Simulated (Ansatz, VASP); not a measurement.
## Two plane-wave programs on In2CuO4

```
In Cu O
1.0
     6.81071    0.00000    0.00000
    -3.40536    5.89825    0.00000
     0.00000    0.00000    3.51430
In Cu O
2 1 4
Direct
  0.33333 0.66667 0.00000
  0.66667 0.33333 0.00000
  0.00000 0.00000 0.00000
  0.00000 0.00000 0.50000
  0.50000 0.00000 0.00000
  0.00000 0.50000 0.00000
  0.50000 0.50000 0.00000
```

Alike in both runs: functional PBE; k mesh 6 × 6 × 6; occupations gaussian, width 0.1 eV; collinear spin.

Ansatz relaxed the structure, and its values are those at the end. VASP's run is a single point on that final structure, the one shown.

|  | VASP | Ansatz |
| --- | --- | --- |
| version | VASP 6.6.1 | Ansatz 0.2.0 |
| potentials or method | VASP PAW PBE potentials, release 64 (In_d, Cu, O), cutoff 520 eV | scalar-relativistic, plane waves, PAW |
| valence electrons in the cell | 61 | 69 |

Ansatz gave:

- gap on the k mesh at the Fermi level (eV): none
- pressure (GPa): 0.0
- net moment per atom (μB): 0.14
- size of the moment on the site where the two differ most (μB): 0.42

Task: Estimate VASP's values.

Result: gap on the k mesh at the Fermi level (eV): none; pressure (GPa): 0.3; net moment per atom (μB): 0.14; size of the moment on the site where the two differ most (μB): 0.43.

Site moments also hang on the region over which each program counts them. A gap of «none» marks a metal or a gap that the smearing closes. With one functional, cell and mesh, what is left measures potentials, basis and numerics. VASP's potentials hold 61 valence electrons a cell and Ansatz's 69, so a difference there can come from the potentials and not from the codes.
